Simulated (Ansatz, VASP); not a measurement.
**Ru: VASP beside Ansatz**

Contents of INCAR:

```
SYSTEM = Ru
PREC = Accurate ; ENCUT = 520
EDIFF = 1E-7 ; ISMEAR = 0
SIGMA = 0.15 ; LREAL = .FALSE.
LASPH = .TRUE. ; NELM = 60
ALGO = Fast ; ISIF = 2
LWAVE = .FALSE. ; LCHARG = .FALSE.
GGA = PE ; NBANDS = 21
```

File KPOINTS:

```
Automatic mesh
0
G
  24 24 14
  0 0 0
```

The input POSCAR:

```
Ru
1.0
    2.7880257181      0.0000000000      0.0000000000
   -1.3940128590      2.4145010983      0.0000000000
    0.0000000000      0.0000000000      4.2967694965
Ru
2
Direct
    0.3333333333      0.6666666667      0.2500000000
    0.6666666667      0.3333333333      0.7500000000
```

Input for Ansatz:

```yaml
crystal:
  lattice:
    - [2.7880257181, 0.0, 0.0]
    - [-1.394012859, 2.4145010983, 0.0]
    - [0.0, 0.0, 4.2967694965]
  atoms:
    - { symbol: Ru, position: [0.3333333333, 0.6666666667, 0.25] }
    - { symbol: Ru, position: [0.6666666667, 0.3333333333, 0.75] }
basis:
  ecutwfc: 420
kpoints:
  mp_grid: { grid: [24, 24, 14] }
hamiltonian:
  xc: pbe
scf:
  occupations: { method: gaussian, width: 0.15 }
output:
  forces: true
  stress: true
  eigenvalues: true
```

Change from the starting cell: strain +0.025 along x and y, +0.000 along z, atoms carried along.

Alike in both runs: task single point; functional PBE; k mesh 24 × 24 × 14; occupations gaussian, width 0.15 eV; no spin polarisation.

```csv
,VASP,Ansatz
version,VASP 6.6.1,Ansatz 0.2.0
potentials or method,"VASP PAW PBE potentials, release 64 (Ru_pv), cutoff 520 eV","scalar-relativistic, plane waves, PAW"
valence electrons in the cell,28,32
```

|  | VASP | Ansatz | Ansatz less VASP |
| --- | --- | --- | --- |
| gap on the k mesh at the Fermi level (eV) | none | none | - |
| pressure (GPa) | -13.3 | -13.2 | +0.11 |
| traceless stress, the component that is largest in VASP (GPa) | 5.06 | 5.06 | +0.001 |

A gap of «none» marks a metal or a gap that the smearing closes. The functional is the same, so the differences come from potentials, cutoffs and numerics. VASP's potentials hold 28 valence electrons a cell and Ansatz's 32, so a difference there can come from the potentials and not from the codes.
